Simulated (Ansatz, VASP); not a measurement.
# Two plane-wave programs on CuO

```
CELL_PARAMETERS angstrom
2.63683 0.00000 0.00000
0.00000 2.63683 0.00000
0.00000 0.00000 2.63683
ATOMIC_POSITIONS crystal
Cu 0.00000 0.00000 0.00000
O 0.50000 0.50000 0.50000
```

Alike in both runs: task electric field gradients; functional PBE; k mesh 12 × 12 × 12; occupations fermi-dirac, width 0.08 eV; no spin polarisation.

|  | VASP | Ansatz |
| --- | --- | --- |
| version | VASP 6.6.1 | Ansatz 0.2.0 |
| potentials or method | VASP PAW PBE potentials, release 64 (Cu, O) | PAW with Ansatz's default frozen-core files, scalar-relativistic |
| plane-wave cutoff (eV) | 520 | 420 |
| valence electrons in the cell | 17 | 25 |

Ansatz gave:

| Quantity | Value |
| --- | --- |
| pressure (GPa) | 0.0 |

Task: Which values does VASP return?

Result: Pressure (GPa): 0.1.

With one functional, cell and mesh, what is left measures potentials, basis and numerics. VASP's potentials hold 17 valence electrons a cell and Ansatz's 25, so a difference there can come from the potentials and not from the codes.
